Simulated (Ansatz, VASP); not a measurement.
# Nb in VASP and in Ansatz

```
Nb
1.0
     0.00000    1.95295    1.95295
     1.95295    0.00000    1.95295
     1.95295    1.95295    0.00000
Nb
1
Direct
  0.00000 0.00000 0.00000
```

Change from the starting cell: volume scaled by 0.84, PAW files.

Alike in both runs: task single point; functional LDA; k mesh 18 × 18 × 18; occupations fermi-dirac, width 0.05 eV; no spin polarisation.

|  | VASP | Ansatz |
| --- | --- | --- |
| version | VASP 6.6.1 | Ansatz 0.2.0 |
| potentials or method | VASP PAW LDA potentials, release 64 (Nb_sv) | PAW with Ansatz's default frozen-core files, scalar-relativistic |
| plane-wave cutoff (eV) | 520 | 420 |
| valence electrons in the cell | 13 | 13 |

Ansatz gave:

| Quantity | Value |
| --- | --- |
| pressure (GPa) | 43.1 |

**Question.** Which values does VASP return?

**Answer.** Pressure (GPa): 43.0.

LDA's correlation is that of Perdew and Zunger in VASP and of Perdew and Wang (1992) in Ansatz. Both programs put the cell under a high pressure, so it lies far from rest at this level.
